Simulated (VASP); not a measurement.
Set up this calculation in VASP 6.6.1, as the native input.

```
Task                   : single point
Functional             : PBEsol
Potentials or basis    : VASP PAW PBE potentials, release 64 (Mg, B)
Cutoff                 : 520 eV
k mesh                 : 15 × 15 × 12
Occupations            : gaussian, width 0.1 eV
Spin                   : no spin polarisation
Dipole correction      : no
Further INCAR settings : ALGO = Normal; EDIFF = 1e-06; NBANDS = 11
```

The structure of MgB2 lies in POSCAR:

```
MgB2
1.0
    3.1348543169      0.0000000000      0.0000000000
   -1.5674271585      2.7148634756      0.0000000000
    0.0000000000      0.0000000000      3.6327766800
Mg B
1 2
Direct
    0.0000000000      0.0000000000      0.0000000000
    0.3333333333      0.6666666667      0.5000000000
    0.6666666667      0.3333333333      0.5000000000
```

This cell differs from its parent crystal: strained.

These files were run (other wordings do the same):

INCAR

```
ALGO = Normal ; EDIFF = 1E-6
ENCUT = 520 ; GGA = PS
ISIF = 2 ; ISMEAR = 0
LASPH = True ; LCHARG = False
LREAL = False ; LWAVE = False
NBANDS = 11 ; NELM = 80
PREC = Accurate ; SIGMA = 0.1
```

KPOINTS

```
k-points
0
Gamma
  15 15 12
```

Potentials or basis: VASP PAW PBE potentials, release 64 (Mg, B).

Launch:

```bash
$ cat potpaw_PBE.64/Mg/POTCAR potpaw_PBE.64/B/POTCAR > POTCAR
$ mpirun -np 1 vasp_std > vasp.out
```

It gave:

```
Pressure               : -10.8 GPa
Band gap on the k mesh : zero (band 4 reaches 6.46 eV, above the bottom of band 5 at 2.89 eV)
```

Caveat: the cell differs from its parent crystal (strained); the PAW data sets were made with another functional, which shifts forces and pressure a little.

It took 26 s on 1 thread of Intel(R) Xeon(R) Platinum 8488C (Sapphire Rapids), with other jobs on the host, peak memory 0.19 GiB.
